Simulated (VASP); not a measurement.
Input of a VASP 6.6.1 run:

INCAR

```
ALGO = Normal
EDIFF = 1E-6
ENCUT = 520
GGA = PS
ISIF = 2
ISMEAR = -1
LASPH = True
LCHARG = False
LREAL = False
LWAVE = False
NBANDS = 9
NELM = 100
PREC = Accurate
SIGMA = 0.02
```

The input KPOINTS:

```
k-points
0
Gamma
  13 13 13
```

Contents of POSCAR:

```
Se
1.0
    1.9627546832      1.1331969465      0.8989586418
   -1.9627546832      1.1331969465      0.8989586418
    0.0000000000     -2.2663938930      0.8989586418
Se
1
Direct
    0.0000000000      0.0000000000      0.0000000000
```

Potentials or basis: VASP PAW PBE potentials, release 64 (Se).

The run is started by

```sh
$ cat potpaw_PBE.64/Se/POTCAR > POTCAR
$ mpirun -np 1 vasp_std > vasp.out
```

What does it give for the pressure?

119.5 GPa.

What does it give for the band gap on the k mesh?

Zero (band 3 reaches 20.79 eV, above the bottom of band 4 at 6.93 eV).

Stress tensor (GPa, compression positive):
```
119.70   0.00   0.00
  0.00 119.70   0.00
  0.00   0.00 118.96
```

Caveat: the PAW data sets were made with another functional, which shifts forces and pressure a little.
